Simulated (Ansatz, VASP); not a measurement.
# One calculation of Tl, two programs

Contents of POSCAR:

```
Tl
1.0
    3.5237819143      0.0000000000      0.0000000000
   -1.7618909571      3.0516846552      0.0000000000
    0.0000000000      0.0000000000      5.6333608439
Tl
2
Direct
    0.6666666667      0.3333333333      0.7500000000
    0.3333333333      0.6666666667      0.2500000000
```

File INCAR.step1:

```
ALGO = Normal ; EDIFF = 1E-4
ENCUT = 520 ; GGA = PE
ISMEAR = -1 ; LASPH = T
LCHARG = F ; LREAL = F
LWAVE = T ; NBANDS = 20
NELM = 100 ; PREC = Accurate
SIGMA = 0.05
```

Contents of INCAR.step2:

```
ALGO = Normal ; EDIFF = 1E-6
ENCUT = 520 ; ISIF = 2
ISMEAR = -1 ; ISTART = 1
LASPH = T ; LCHARG = F
LMIXTAU = T ; LREAL = F
LWAVE = F ; METAGGA = R2SCAN
NBANDS = 20 ; NELM = 100
PREC = Accurate ; SIGMA = 0.05
```

File KPOINTS:

```
k-points
0
Gamma
  9 9 5
```

The input input.yaml:

```yaml
crystal:
  lattice:
    - [3.5237819143, 0.0, 0.0]
    - [-1.7618909571, 3.0516846552, 0.0]
    - [0.0, 0.0, 5.6333608439]
  atoms:
    - { symbol: Tl, position: [0.6666666667, 0.3333333333, 0.75] }
    - { symbol: Tl, position: [0.3333333333, 0.6666666667, 0.25] }
hamiltonian:
  xc: r2scan
  pseudopotentials: { kind: paw }
kpoints:
  mp_grid: { grid: [9, 9, 5] }
scf:
  occupations: { method: fermi_dirac, width: 0.05 }
output:
  forces: true
  stress: true
  eigenvalues: true
```

Alike in both runs: task single point; functional r2SCAN; k mesh 9 × 9 × 5; occupations fermi-dirac, width 0.05 eV; no spin polarisation.

|  | VASP | Ansatz |
| --- | --- | --- |
| version | VASP 6.6.1 | Ansatz 0.2.0 |
| potentials or method | VASP PAW PBE potentials, release 64 (Tl_d) | Ansatz PAW |
| plane-wave cutoff (eV) | 520 | 500 |
| valence electrons in the cell | 26 | 26 |

VASP gave:

* gap on the k mesh at the Fermi level (eV): none
* pressure (GPa): -0.1
* traceless stress, the component that is largest in VASP (GPa): 0.52

Task: What did Ansatz give for the same quantities?

Result: gap on the k mesh at the Fermi level (eV): none; pressure (GPa): 0.0; traceless stress, the component that is largest in VASP (GPa): 0.52.

VASP's potentials were made for PBE, not for r2SCAN. A gap of «none» marks a metal or a gap that the smearing closes. The functional is the same, so the differences come from potentials, cutoffs and numerics.

Neither program's run includes spin-orbit coupling.
